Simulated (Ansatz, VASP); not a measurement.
# One calculation of InSe, two programs

```
In Se
1.0
     1.95917    1.13113    8.14689
    -1.95917    1.13113    8.14689
     0.00000   -2.26226    8.14689
In Se
2 2
Direct
  0.00000 0.00000 0.00000
  0.11220 0.11220 0.11220
  0.61550 0.61550 0.61550
  0.83000 0.83000 0.83000
```

Change from the starting cell: volume scaled by 0.94, crystal datasets.

Alike in both runs: task electric field gradients; functional PBE; k mesh 7 × 7 × 7; occupations fermi-dirac, width 0.01 eV; no spin polarisation.

|  | VASP | Ansatz |
| --- | --- | --- |
| version | VASP 6.6.1 | Ansatz 0.2.0 |
| potentials or method | VASP PAW PBE potentials, release 64 (In_d, Se), cutoff 520 eV | all-electron PAW with datasets made for the crystal, scalar-relativistic |

|  | VASP | Ansatz | Ansatz less VASP |
| --- | --- | --- | --- |
| gap on the k mesh at the Fermi level (eV) | 0.88 | 0.90 | +0.013 |
| pressure (GPa) | 7.1 | 7.0 | -0.06 |
| traceless stress, the component that is largest in VASP (GPa) | -0.67 | -0.66 | +0.007 |
| rms of the force components (eV/Å) | 0.346 | 0.335 | -0.0102 |
| size of Vzz on the site where it differs most (V/Å²) | 63.3 | 66.7 | +3.33 |

Atom by atom the forces differ by 0.010 eV/Å (rms over components). Ansatz ran all-electron here, and VASP with PAW potentials.
